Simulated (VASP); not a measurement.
The system is KBr.

```xyz
2
Lattice="3.9759 0.0000 0.0000 0.0000 3.9759 0.0000 0.0000 0.0000 3.9759" Properties=species:S:1:pos:R:3 pbc="T T T"
K     0.0000    0.0000    0.0000
Br    1.9879    1.9879    1.9879
```

Program: VASP 6.6.1. Alike in all runs: potentials or basis VASP PAW PBE potentials, release 64 (K_sv, Br); no spin polarisation; cell as given; cutoff (eV) 520; smearing gaussian 0.01 eV.

Order these runs on this cell by their band gap on the k mesh, lowest first.
A. level PBE0; k mesh 4 × 4 × 4; grid for exact exchange (PRECFOCK) Normal; share of exact exchange 0.25
B. level HSE06; k mesh 4 × 4 × 4; grid for exact exchange (PRECFOCK) Normal; share of exact exchange 0.25; screening parameter 0.2079 1/Å
C. level r2SCANh; k mesh 4 × 4 × 4; grid for exact exchange (PRECFOCK) Normal; share of exact exchange 0.1
D. level PBE; k mesh 6 × 6 × 6

D (4.02 eV), B (5.19 eV), C (5.39 eV), A (5.91 eV).

A k mesh can miss the band edges.
